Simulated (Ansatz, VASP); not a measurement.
**One calculation of Ti, two programs**

```
CELL_PARAMETERS angstrom
2.96954 0.00000 0.00000
-1.48477 2.57169 0.00000
0.00000 0.00000 4.71099
ATOMIC_POSITIONS crystal
Ti 0.66667 0.33333 0.75000
Ti 0.33333 0.66667 0.25000
```

Alike in both runs: task single point; functional PBEsol-based global hybrid with a share of 0.25 of exact exchange; k mesh 5 × 5 × 3; occupations fermi-dirac, width 0.05 eV; no spin polarisation.

|  | VASP | Ansatz |
| --- | --- | --- |
| version | VASP 6.6.1 | Ansatz 0.2.0 |
| potentials or method | VASP PAW PBE potentials, release 64 (Ti_sv) | Ansatz PAW |
| plane-wave cutoff (eV) | 520 | 420 |
| valence electrons in the cell | 24 | 24 |

```tsv
	VASP	Ansatz	Ansatz less VASP
gap on the k mesh at the Fermi level (eV)	none	none	-
pressure (GPa)	-9.8	-9.2	+0.66
traceless stress, the component that is largest in VASP (GPa)	-1.58	-1.61	-0.029
```

VASP's potentials were made for PBE, not for PBEsol-based global hybrid. A gap of «none» marks a metal or a gap that the smearing closes. The functional is the same, so the differences come from potentials, cutoffs and numerics.

The k mesh is coarse, so the values compare programs but aren't converged.
